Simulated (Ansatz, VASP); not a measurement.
## Two plane-wave programs on Si

Contents of INCAR:

```
SYSTEM = Si
  PREC = Accurate
  ENCUT = 520
  EDIFF = 1E-7
  ISMEAR = 0
  SIGMA = 0.05
  LREAL = .False.
  LASPH = .True.
  NELM = 100
  ALGO = Normal
  ISIF = 2
  LWAVE = .False.
  LCHARG = .True.
  GGA = PE
  LELF = .True.
  LVHAR = .True.
  NBANDS = 16
```

The input KPOINTS:

```
regular mesh
0
Gamma
  12 12 6
  0 0 0
```

The input POSCAR:

```
Si
1.0
    3.8510822046      0.0000000000      0.0000000000
   -1.9255411023      3.3351350212      0.0000000000
    0.0000000000      0.0000000000      6.3646810974
Si
4
Direct
    0.3333333333      0.6666666667      0.0393645135
    0.6666666667      0.3333333333      0.5393645135
    0.3333333333      0.6666666667      0.4606354865
    0.6666666667      0.3333333333      0.9606354865
```

Input for Ansatz:

```yaml
crystal:
  lattice:
    - [3.8510822046, 0.0, 0.0]
    - [-1.9255411023, 3.3351350212, 0.0]
    - [0.0, 0.0, 6.3646810974]
  atoms:
    - { symbol: Si, position: [0.3333333333, 0.6666666667, 0.0393645135] }
    - { symbol: Si, position: [0.6666666667, 0.3333333333, 0.5393645135] }
    - { symbol: Si, position: [0.3333333333, 0.6666666667, 0.4606354865] }
    - { symbol: Si, position: [0.6666666667, 0.3333333333, 0.9606354865] }
basis:
  ecutwfc: 420
kpoints:
  mp_grid: { grid: [12, 12, 6] }
hamiltonian:
  xc: pbe
  pseudopotentials: { kind: paw, azcp: { folder: soft_1 } }
scf:
  occupations: { method: gaussian, width: 0.05 }
output:
  forces: true
  stress: true
  eigenvalues: true
```

Alike in both runs: task single point; functional PBE; k mesh 12 × 12 × 6; occupations gaussian, width 0.05 eV; no spin polarisation.

```csv
,VASP,Ansatz
version,VASP 6.6.1,Ansatz 0.2.0
potentials or method,"VASP PAW PBE potentials, release 64 (Si), cutoff 520 eV","scalar-relativistic, plane waves, PAW"
valence electrons in the cell,16,16
```

```tsv
	VASP	Ansatz	Ansatz less VASP
gap on the k mesh at the Fermi level (eV)	none	none	-
pressure (GPa)	2.0	2.1	+0.07
traceless stress, the component that is largest in VASP (GPa)	-8.19	-8.24	-0.041
rms of the force components (eV/Å)	1.213	1.213	+0.0003
```

Atom by atom the forces differ by 0.000 eV/Å (rms over components). A gap of «none» marks a metal or a gap that the smearing closes.
